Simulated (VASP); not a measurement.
**Hf4Ta: single point with PBE**

Hf4Ta:

```
CELL_PARAMETERS angstrom
4.86939 0.00000 0.00000
-2.43470 4.21702 0.00000
0.00000 0.00000 5.86079
ATOMIC_POSITIONS crystal
Hf 0.33333 0.66667 0.73871
Hf 0.66667 0.33333 0.73871
Hf 0.66667 0.33333 0.26129
Hf 0.33333 0.66667 0.26129
Ta 0.00000 0.00000 0.50000
```

The cell was generated, and may not be a known phase.

```yaml
Program: VASP 6.6.1
Task: single point
Functional: PBE
Potentials_or_basis: VASP PAW PBE potentials, release 64 (Hf_pv, Ta_pv)
Cutoff: 520 eV
k_mesh: 12 × 12 × 8
Occupations: gaussian, width 0.1 eV
Spin: no spin polarisation
Dipole_correction: no
Further_INCAR_settings: ALGO = Fast; EDIFF = 1e-06; NBANDS = 34
```

The pressure is -0.4 GPa, the largest force is 0.032 eV/Å and the band gap on the k mesh is zero (an odd number of electrons rules out a gap without spin polarisation).

Forces in eV/Å, atoms in the order of the input:
```
Hf   0.000  0.000 -0.032
Hf   0.000  0.000 -0.032
Hf   0.000  0.000  0.032
Hf   0.000  0.000  0.032
Ta   0.000  0.000  0.000
```

Levels at points of the mesh, in eV from the Fermi level:
| k point | band 23 | band 24 | band 25 | band 26 | band 27 | band 28 | band 29 | band 30 |
| --- | --- | --- | --- | --- | --- | --- | --- | --- |
| (0.00, 0.00, 0.00) | -0.75 | -0.55 | -0.19 | -0.19 | 0.68 | 0.68 | 1.76 | 1.76 |
| (0.50, 0.00, 0.00) | -0.44 | -0.28 | -0.26 | -0.13 | -0.05 | -0.03 | 1.56 | 2.00 |
| (0.00, 0.00, 0.50) | 0.07 | 0.07 | 0.09 | 0.24 | 0.24 | 2.06 | 2.07 | 2.07 |
| (0.50, 0.00, 0.50) | -0.73 | -0.08 | -0.04 | 0.05 | 0.05 | 0.16 | 0.76 | 1.64 |

Wall time 7.1 min on 1 thread of Intel(R) Xeon(R) 6975P-C (Granite Rapids), on a shared host, peak memory 0.47 GiB.

Caveat: spin-orbit coupling is left out, which moves the levels of the heavy elements.
